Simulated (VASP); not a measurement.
A run of VASP 6.6.1:

INCAR

```
PREC = Accurate ; ENCUT = 500
EDIFF = 1E-6 ; ISMEAR = 0
SIGMA = 0.1 ; LREAL = False
LASPH = True ; NELM = 120
ALGO = Normal ; ISIF = 2
LWAVE = False ; LCHARG = True
GGA = PE ; LELF = True
LVHAR = True ; NBANDS = 22
GGA_COMPAT = False
```

The input KPOINTS:

```
Automatic mesh
0
Gamma
  12 12 12
```

The input POSCAR:

```
ZrP3
1.0
    4.0133495893      0.0000000000      0.0000000000
    0.0000000000      4.0133495893      0.0000000000
    0.0000000000      0.0000000000      4.0133495893
Zr P
1 3
Direct
    0.0000000000      0.0000000000      0.0000000000
    0.0000000000      0.5000000000      0.5000000000
    0.5000000000      0.0000000000      0.5000000000
    0.5000000000      0.5000000000      0.0000000000
```

Potentials or basis: VASP PAW PBE potentials, release 64 (Zr_sv, P).

Run with:

```sh
$ cat potpaw_PBE.64/Zr_sv/POTCAR potpaw_PBE.64/P/POTCAR > POTCAR
$ mpirun -np 1 vasp_std > vasp.out
```

Hardware: 1 thread of Intel(R) Xeon(R) Platinum 8488C (Sapphire Rapids), with other jobs on the host.

**Question.** How long does it take, and how much memory?

**Answer.** Run time: 76 s on 1 thread of Intel(R) Xeon(R) Platinum 8488C (Sapphire Rapids), with other jobs on the host, peak memory 0.23 GiB. Counts: scf iterations 12, k points 84.
